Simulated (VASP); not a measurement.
The system is MoS2, a slab with vacuum.

```
S Mo
1.0
     3.15090    0.00000    0.00000
    -1.57545    2.72876    0.00000
     0.00000    0.00000   56.44272
S Mo
6 3
Cartesian
  0.0000 1.8192 20.6009
  0.0000 1.8192 23.7352
  1.5755 0.9096 26.6559
  1.5755 0.9096 29.7868
  0.0000 1.8192 32.7075
  0.0000 1.8192 35.8418
  1.5755 0.9096 22.1689
  0.0000 1.8192 28.2214
  1.5755 0.9096 34.2739
```

Base run:

```yaml
Program: VASP 6.6.1
Functional: r2SCAN
Potentials_or_basis: VASP PAW PBE potentials, release 64 (S, Mo_sv)
Cutoff: 520 eV
k_mesh: 12 × 12 × 1
Occupations: gaussian, width 0.02 eV
Spin: no spin polarisation
```

Its results: band gap on the k mesh 1.13 eV, indirect (least direct gap 1.84 eV); largest force 0.211 eV/Å.

Task: The run is repeated on the same cell with these changes: functional from r2SCAN to LDA; potentials or basis from VASP PAW PBE potentials, release 64 (S, Mo_sv) to VASP PAW LDA potentials, release 64 (S, Mo_sv). What comes out?

Result: Band gap on the k mesh 0.95 eV, indirect (least direct gap 1.72 eV); largest force 0.480 eV/Å.

Caveats: the PAW data sets were made with another functional, which shifts forces and pressure a little (some runs).

A k mesh can miss the band edges.
